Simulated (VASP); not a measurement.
# VAu (R-3m) in VASP: single point with PBEsol

Aim: the single point of VAu with PBEsol.

Program: VASP 6.6.1. These are calculated values, not measurements. Logs are shortened: lines on timing, memory, paths and dates and some standing lists are left out, and cuts for length are marked.

### 1 The cell of the first run

It takes space group R-3m (No. 166, trigonal). The conventional cell has a = 2.821 Å, b = 2.821 Å, c = 13.833 Å, α = 90.00°, β = 90.00°, γ = 120.00°. V (site symmetry -3m) has 6 V at 2.82 Å and 6 Au at 2.82 Å within 3.7 Å. Au (site symmetry -3m) has 6 Au at 2.82 Å and 6 V at 2.82 Å within 3.7 Å.

### 2 Single point, PBEsol, collinear spin, ferromagnetic start

File INCAR:

```
SYSTEM = VAu
PREC = Accurate
ENCUT = 500
EDIFF = 1E-6
ISMEAR = -1
SIGMA = 0.05
LREAL = .FALSE.
LASPH = .TRUE.
NELM = 200
ALGO = Normal
ISIF = 2
LWAVE = .FALSE.
LCHARG = .FALSE.
ISPIN = 2
MAGMOM = 0.4 0
LORBIT = 11
NUPDOWN = 0.4
LMAXMIX = 4
GGA = PS
NBANDS = 23
GGA_COMPAT = .FALSE.
```

File KPOINTS:

```
Automatic mesh
0
G
  14 14 14
  0 0 0
```

File POSCAR:

```
VAu
1.0
    1.4104010158      0.8142954061      4.6110877943
   -1.4104010158      0.8142954061      4.6110877943
    0.0000000000     -1.6285908123      4.6110877943
V Au
1 1
Direct
    0.5000000000      0.5000000000      0.5000000000
    0.0000000000      0.0000000000      0.0000000000
```

Potentials or basis: VASP PAW PBE potentials, release 64 (V_sv, Au).

Started as:

```console
$ cat potpaw_PBE.64/V_sv/POTCAR potpaw_PBE.64/Au/POTCAR > POTCAR
$ mpirun -np 1 vasp_std > vasp.out
```

OUTCAR:

```text
SYSTEM = VAu
   PREC = Accurate
   ENCUT = 500
   EDIFF = 1E-6
   ISMEAR = -1
   LREAL = .FALSE.
   LASPH = .TRUE.
   NELM = 200
   ISIF = 2
   ISPIN = 2
   LORBIT = 11
   NUPDOWN = 0.4
   GGA = PS

 ion  position               nearest neighbor table
   1  0.500  0.500  0.500-   2 2.82   2 2.82   2 2.82   2 2.82   2 2.82   2 2.82
   2  0.000  0.000  0.000-   1 2.82   1 2.82   1 2.82   1 2.82   1 2.82   1 2.82

  LATTYP: Found a trigonal (rhomboedric) cell.
 ALAT       =     4.8902391230
 COS(alpha) =     0.8336376570

  Lattice vectors:

 A1 = (   1.4104010158,   0.8142954061,   4.6110877943)
 A2 = (  -1.4104010158,   0.8142954061,   4.6110877943)
 A3 = (   0.0000000000,  -1.6285908123,   4.6110877943)

Analysis of symmetry for initial positions (statically):
=====================================================================
 Subroutine PRICEL returns:
 Original cell was already a primitive cell.

 Routine SETGRP: Setting up the symmetry group for a
 trigonal (rhombohedral) supercell.

 Subroutine GETGRP returns: Found 12 space group operations
 (whereof 12 operations were pure point group operations)
 out of a pool of 12 trial point group operations.

The static configuration has the point symmetry D_3d.

Analysis of symmetry for dynamics (positions and initial velocities):
=====================================================================
 Subroutine PRICEL returns:
 Original cell was already a primitive cell.

 Routine SETGRP: Setting up the symmetry group for a
 trigonal (rhombohedral) supercell.

 Subroutine GETGRP returns: Found 12 space group operations
 (whereof 12 operations were pure point group operations)
 out of a pool of 12 trial point group operations.

The dynamic configuration has the point symmetry D_3d.

Analysis of structural, dynamic, and magnetic symmetry:
=====================================================================
 Subroutine PRICEL returns:
 Original cell was already a primitive cell.

 Routine SETGRP: Setting up the symmetry group for a
 trigonal (rhombohedral) supercell.

 Subroutine GETGRP returns: Found 12 space group operations
 (whereof 12 operations were pure point group operations)
 out of a pool of 12 trial point group operations.

The overall configuration has the point symmetry D_3d.

 Subroutine INISYM returns: Found 12 space group operations
 (whereof 12 operations are pure point group operations),
 and found     1 'primitive' translations

----------------------------------------------------------------------------------------

                                     Primitive cell

  volume of cell :      31.7745

  direct lattice vectors                    reciprocal lattice vectors
     1.410401016  0.814295406  4.611087794     0.354509104  0.204675926  0.072289522
    -1.410401016  0.814295406  4.611087794    -0.354509104  0.204675926  0.072289522
     0.000000000 -1.628590812  4.611087794     0.000000000 -0.409351853  0.072289522

  length of vectors
     4.890239123  4.890239123  4.890239123     0.415685836  0.415685836  0.415685836

  position of ions in fractional coordinates (direct lattice)
     0.500000000  0.500000000  0.500000000
     0.000000000  0.000000000  0.000000000

  ion indices of the primitive-cell ions
   primitive index   ion index
                 1           1
                 2           2

----------------------------------------------------------------------------------------

 KPOINTS: Automatic mesh

Automatic generation of k-mesh.
 Grid dimensions read from file:
 generate k-points for:   14   14   14

 Generating k-lattice:

  Cartesian coordinates                     Fractional coordinates (reciprocal lattice)
     0.025322079  0.014619709  0.005163537     0.071428571  0.000000000  0.000000000
    -0.025322079  0.014619709  0.005163537     0.000000000  0.071428571  0.000000000
     0.000000000 -0.029239418  0.005163537     0.000000000  0.000000000  0.071428571

  Length of vectors
     0.029691845  0.029691845  0.029691845

  Shift w.r.t. Gamma in fractional coordinates (k-lattice)
     0.000000000  0.000000000  0.000000000

 Subroutine IBZKPT returns following result:
 ===========================================

 Found    288 irreducible k-points:

 Following reciprocal coordinates:
            Coordinates               Weight
  0.000000  0.000000  0.000000      1.000000
  0.071429 -0.000000 -0.000000      6.000000
  0.142857  0.000000  0.000000      6.000000
  0.214286 -0.000000 -0.000000      6.000000
  0.285714  0.000000  0.000000      6.000000
  0.357143 -0.000000 -0.000000      6.000000
[... 16 lines left out ...]
  0.214286  0.142857  0.000000     12.000000
  0.285714  0.142857 -0.000000     12.000000
 [... further k-points ...]
   k-points           NKPTS =    288   k-points in BZ     NKDIM =    288   number of bands    NBANDS=     23
   number of dos      NEDOS =    301   number of ions     NIONS =      2
   total plane-waves  NPLWV =  46656
   dimension x,y,z NGX =    36 NGY =   36 NGZ =   36
   dimension x,y,z NGXF=    72 NGYF=   72 NGZF=   72
   ions per type =               1   1
   NGX,Y,Z   is equivalent  to a cutoff of  12.24, 12.24, 12.24 a.u.
   NGXF,Y,Z  is equivalent  to a cutoff of  24.48, 24.48, 24.48 a.u.
 SYSTEM =  VAu
   PREC   = accura    normal or accurate (medium, high low for compatibility)
   ISTART =      0    job   : 0-new  1-cont  2-samecut
   ICHARG =      2    charge: 1-file 2-atom 10-const
   ISPIN  =      2    spin polarized calculation?
   LNONCOLLINEAR =      F non collinear calculations
   LSORBIT =      F    spin-orbit coupling
   LASPH  =      T    aspherical Exc in radial PAW
   ENCUT  =  500.0 eV  36.75 Ry    6.06 a.u.   8.92  8.92  8.92*2*pi/ulx,y,z
   NELM   =    200;   NELMIN=  2; NELMDL= -5     # of ELM steps
   EDIFF  = 0.1E-05   stopping-criterion for ELM
   LREAL  =      F    real-space projection
   EDIFFG = 0.1E-04   stopping-criterion for IOM
   NSW    =      0    number of steps for IOM
   IBRION =     -1    ionic relax: 0-MD 1-quasi-New 2-CG
   NFREE  =      0    steps in history (QN), initial steepest desc. (CG)
   ISIF   =      2    stress and relaxation
   ISYM   =      2    0-nonsym 1-usesym 2-fastsym
   POTIM  = 0.5000    time-step for ionic-motion
   TEBEG  =    0.0;   TEEND  =   0.0 temperature during run
   PSTRESS=    0.0 pullay stress
   NELECT =      24.0000    total number of electrons
   NUPDOWN=       0.4000    fix difference up-down
   EMIN   =  10.00;   EMAX   =-10.00  energy-range for DOS
   EFERMI =   0.00;   METHOD = LEGACY
   ISMEAR =    -1;   SIGMA  =   0.05  broadening in eV -4-tet -1-fermi 0-gaus
   EFERMI_NEDOS =   21; number of points for ismear=-14 and -15
   IALGO  =     38    algorithm
   IMIX   =      4    mixing-type and parameters
     AMIX     =   0.40;   BMIX     =  1.00
     AMIX_MAG =   1.60;   BMIX_MAG =  1.00
  volume/ion in A,a.u.               =      15.89       107.21
  Fermi-wavevector in a.u.,A,eV,Ry     =   1.490913  2.817416 30.243305  2.222820
  Thomas-Fermi vector in A             =   2.603634
   LORBIT       =     11    0 simple, 1 ext, 2 COOP (PROOUT), +10 PAW based schemes
   GGA     = PS    functional components
   LHFCALC =     F    Hartree Fock is set to
   AEXX    =    0.0000 exact exchange contribution
   IVDW    =     0    specifies the selected vdW correction
   LEPSILON=     F    determine dielectric tensor
   LRPA    =     F    only Hartree local field effects (RPA)
 spin polarized calculation
  energy-cutoff  :      500.00
  volume of cell :       31.77
 maximum number of plane-waves:       821
   NGX = 17   NGY = 17   NGZ = 17

 number of electron      23.9999998 magnetization       0.4000000

 Free energy of the ion-electron system (eV)
  ---------------------------------------------------
  ext. energy  EPLUGINS =         0.00000000
  ---------------------------------------------------
  free energy    TOTEN  =       -13.17954063 eV

  energy without entropy =      -13.16049037  energy(sigma->0) =      -13.17001550

 E-fermi :   9.3163     XC(G=0): -12.7468

 val. band max:        9.4142960373   @ k =   0.5000   0.5000   0.4286
 cond. band min:       9.3222135067   @ k =  -0.1429  -0.4286   0.0714
 fundamental gap:     -0.0920825306
 Fermi energy:         9.4152391679

 spin component 1

 k-point     1 :       0.0000    0.0000    0.0000
  band No.  band energies     occupation
      1     -54.8754      1.00000
      2     -28.9517      1.00000
      3     -28.5112      1.00000
      4     -28.5112      1.00000
      5      -0.0003      1.00000
      6       2.7956      1.00000
[... 15 lines left out ...]
     22      29.1077      0.00000
     23      29.1078      0.00000
[... 575 lines left out ...]
      1     -54.8441      1.00000
      2     -28.9238      1.00000
      3     -28.7026      1.00000
      4     -28.5697      1.00000
      5       1.9568      1.00000
      6       3.6470      1.00000
[... 15 lines left out ...]
     22      28.0935      0.00000
     23      28.8027      0.00000

 [... further k-points ...]

 spin component 2

 k-point     1 :       0.0000    0.0000    0.0000
  band No.  band energies     occupation
      1     -54.5766      1.00000
      2     -28.6807      1.00000
      3     -28.2013      1.00000
      4     -28.2013      1.00000
      5       0.0510      1.00000
      6       2.8610      1.00000
[... 15 lines left out ...]
     22      29.1923      0.00000
     23      29.1923      0.00000
[... 575 lines left out ...]
      1     -54.5452      1.00000
      2     -28.6526      1.00000
      3     -28.3935      1.00000
      4     -28.2600      1.00000
      5       2.0102      1.00000
      6       3.6950      1.00000
[... 15 lines left out ...]
     22      28.1925      0.00000
     23      28.8604      0.00000

 [... further k-points ...]

------------------------ aborting loop because EDIFF is reached ----------------------------------------

  FORCE on cell =-STRESS in cart. coord.  units (eV):
  Direction    XX          YY          ZZ          XY          YZ          ZX
  --------------------------------------------------------------------------------------
  -------------------------------------------------------------------------------------
  Total       -1.9816947     -1.9816947     -1.4340734      0.0000000      0.0000000      0.0000000
  in kB      -99.9236065    -99.9236065    -72.3107287      0.0000000      0.0000000      0.0000000
  external PRESSURE =     -90.7193139 kB  Pullay stress =       0.0000000 kB

 VOLUME and BASIS-vectors are now :
 -----------------------------------------------------------------------------
  energy-cutoff  :      500.00
  volume of cell :       31.77
      direct lattice vectors                 reciprocal lattice vectors
     1.410401016  0.814295406  4.611087794     0.354509104  0.204675926  0.072289522
    -1.410401016  0.814295406  4.611087794    -0.354509104  0.204675926  0.072289522
     0.000000000 -1.628590812  4.611087794     0.000000000 -0.409351853  0.072289522

 POSITION                                       TOTAL-FORCE (eV/Angst)
 -----------------------------------------------------------------------------------
      0.00000     -0.00000      6.91663         0.000000     -0.000000     -0.000000
      0.00000      0.00000      0.00000        -0.000000      0.000000      0.000000
 -----------------------------------------------------------------------------------
    total drift:                                0.000000     -0.000000      0.000000

  FREE ENERGIE OF THE ION-ELECTRON SYSTEM (eV)
  ---------------------------------------------------
  free  energy   TOTEN  =       -13.1795406316 eV

  energy  without entropy=      -13.1604903729  energy(sigma->0) =      -13.17001550

 total charge

# of ion       s       p       d       tot
------------------------------------------
    1        2.274   6.158   2.950  11.382
    2        0.633   0.501   8.625   9.759
--------------------------------------------------
tot          2.907   6.659  11.575  21.140

 magnetization (x)

# of ion       s       p       d       tot
------------------------------------------
    1        0.003   0.010   0.300   0.313
    2        0.002   0.004   0.024   0.030
--------------------------------------------------
tot          0.005   0.014   0.324   0.343
```

It took 11 min on 1 thread of Oxide Virtual Turin-like, shared host; peak memory 0.44 GiB.

Results:

| Item | Value |
| --- | --- |
| Free energy | -13.1795 eV |
| Pressure | -9.1 GPa |
| Net moment | 0.40 μB per cell |
| Site moments | V +0.31; Au +0.03 μB |
| Valence electrons inside the program's atomic spheres | V 11.38; Au 9.76 |

Stress tensor (GPa, compression positive):
```
-9.99  0.00  0.00
 0.00 -9.99  0.00
 0.00  0.00 -7.23
```

Caveat: the cell stands under tension; the PAW data sets were made with another functional, which shifts forces and pressure a little; spin-orbit coupling is left out, which moves the levels of the heavy elements; the total moment is fixed, so each spin has its own Fermi level and the state may be an excited one.
